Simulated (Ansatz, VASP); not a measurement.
## ZnS: VASP beside Ansatz

```
CELL_PARAMETERS angstrom
3.81100 0.00000 0.00000
-1.90550 3.30042 0.00000
0.00000 0.00000 6.23400
ATOMIC_POSITIONS crystal
Zn 0.26748 0.61846 0.00000
Zn 0.73252 0.38154 0.50000
S 0.38929 0.70763 0.38500
S 0.61071 0.29237 0.88500
```

Change from the starting cell: mode 4 (73.5 1/cm) frozen in, largest displacement +0.225 Å.

Alike in both runs: task single point; functional PBE; k mesh 12 × 12 × 6; occupations gaussian, width 0.05 eV; no spin polarisation.

|  | VASP | Ansatz |
| --- | --- | --- |
| version | VASP 6.6.1 | Ansatz 0.2.0 |
| potentials or method | VASP PAW PBE potentials, release 64 (Zn, S), cutoff 520 eV | scalar-relativistic, plane waves, PAW |
| valence electrons in the cell | 36 | 36 |

Ansatz gave:

| Item | Value |
| --- | --- |
| gap on the k mesh at the Fermi level (eV) | 2.11 |
| least direct gap on the mesh (eV) | 2.11 |
| pressure (GPa) | 2.0 |
| traceless stress, the component that is largest in VASP (GPa) | -1.63 |
| rms of the force components (eV/Å) | 0.262 |

Task: What did VASP give for the same quantities?

Result: gap on the k mesh at the Fermi level (eV): 2.12; least direct gap on the mesh (eV): 2.12; pressure (GPa): 2.2; traceless stress, the component that is largest in VASP (GPa): -1.66; rms of the force components (eV/Å): 0.263.

Atom by atom the forces differ by 0.003 eV/Å (rms over components).
